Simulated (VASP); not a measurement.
# Bi: single point with PBEsol

Bi:

```
Bi
1.0
    -1.87775    1.87775    1.87775
     1.87775   -1.87775    1.87775
     1.87775    1.87775   -1.87775
Bi
1
Direct
  0.00000 0.00000 0.00000
```

This cell differs from its parent crystal: volume scaled by 0.88.

```yaml
Program: VASP 6.6.1
Task: single point
Functional: PBEsol
Potentials_or_basis: VASP PAW PBE potentials, release 64 (Bi_d)
Cutoff: 520 eV
k_mesh: 13 × 13 × 13
Occupations: fermi-dirac, width 0.1 eV
Spin: no spin polarisation
```

| Quantity | Value |
| --- | --- |
| Pressure | 10.1 GPa |

Levels at points of the mesh, in eV from the Fermi level:
| k point | band 5 | band 6 | band 7 | band 8 | band 9 | band 10 |
| --- | --- | --- | --- | --- | --- | --- |
| (0.00, 0.00, 0.00) | -22.86 | -14.74 | 6.43 | 6.43 | 6.43 | 10.51 |

It took 9.8 s on 1 thread of Intel(R) Xeon(R) Platinum 8488C (Sapphire Rapids) (shared host), peak memory 0.15 GiB.

Caveat: the PAW data sets were made with another functional, which shifts forces and pressure a little; spin-orbit coupling is left out, which moves the levels of the heavy elements.
